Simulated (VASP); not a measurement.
Here is a VASP 6.6.1 calculation.

File INCAR:

```
  PREC = Accurate
  ENCUT = 500
  EDIFF = 1E-7
  ISMEAR = 1
  SIGMA = 0.2
  LREAL = F
  LASPH = T
  NELM = 120
  ALGO = Normal
  ISIF = 3
  LWAVE = F
  LCHARG = F
  GGA = RP
  IBRION = 2
  NSW = 80
  EDIFFG = -0.01
  GGA_COMPAT = F
  NELMIN = 4
```

Contents of KPOINTS:

```
Automatic mesh
0
Gamma
  3 3 3
```

File POSCAR:

```
HgTe
1.0
    0.0000000000      3.2145000000      3.2145000000
    3.2145000000      0.0000000000      3.2145000000
    3.2145000000      3.2145000000      0.0000000000
Hg Te
1 1
Direct
    0.0000000000      0.0000000000      0.0000000000
    0.7500000000      0.7500000000      0.7500000000
```

Potentials or basis: VASP PAW PBE potentials, release 64 (Hg, Te).

Launch:

```bash
$ cat potpaw_PBE.64/Hg/POTCAR potpaw_PBE.64/Te/POTCAR > POTCAR
$ mpirun -np 1 vasp_std > vasp.out
```

**Question.** Estimate the space group after relaxing (to 0.1 Å).

**Answer.** F-43m (No. 216).

**Question.** What does it give for the relaxed cell?

**Answer.** a = 4.840 Å, b = 4.840 Å, c = 4.840 Å, α = 60.00°, β = 60.00°, γ = 60.00°.

**Question.** Estimate the band gap on the k mesh.

**Answer.** Zero (filled and empty bands touch).

Step by step:
| step | energy change (eV) | largest force (eV/Å) | pressure (GPa) | volume (Å³) |
| --- | --- | --- | --- | --- |
| 1 | 0.0000 | 0.0000 | 7.79 | 66.43 |
| 2 | -0.2656 | 0.0000 | -0.88 | 83.19 |
| 3 | -0.2743 | 0.0000 | 0.07 | 79.90 |
| 4 | -0.2743 | 0.0000 | -0.02 | 80.18 |

Caveat: the k points lie up to 0.53 Å⁻¹ apart in the final cell; the volume moved by over 15 % at a fixed basis, so the end points are rough; semilocal functionals underestimate gaps, so a narrow gap can read as zero; the PAW data sets were made with another functional, which shifts forces and pressure a little; spin-orbit coupling is left out, which moves the levels of the heavy elements. RPBE and its kin give volumes clearly too large for solids.
